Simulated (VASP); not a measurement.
Runs of VASP 6.6.1 on HfOs3. The structure is that of space group Pm-3m (No. 221), or close to it. The cells are those of the table. 

```tsv
cell	gap on the mesh (eV)	pressure (GPa)
a = 3.881 Å, 4 atoms	none	13.8
a = 3.960 Å, 4 atoms	none	-6.4
a = 3.986 Å, 4 atoms	none	-11.7
a = 3.934 Å, 4 atoms	none	(a)
a = 3.907 Å, 4 atoms	none	(b)
```

Alike in all rows: task single point; level PBEsol; potentials or basis VASP PAW PBE potentials, release 64 (Hf_pv, Os); no spin polarisation; k mesh 8 × 8 × 8; cutoff (eV) 520; smearing gaussian 0.05 eV.

**Question.** Estimate the missing entries.

**Answer.** (a) -0.4; (b) 6.4.

Caveats: the PAW data sets were made with another functional, which shifts forces and pressure a little; spin-orbit coupling is left out, which moves the levels of the heavy elements.

A k mesh can miss the band edges, and the runs leave out spin-orbit coupling on Hf, Os.

A gap of «none» marks levels without a gap at the run's occupations.
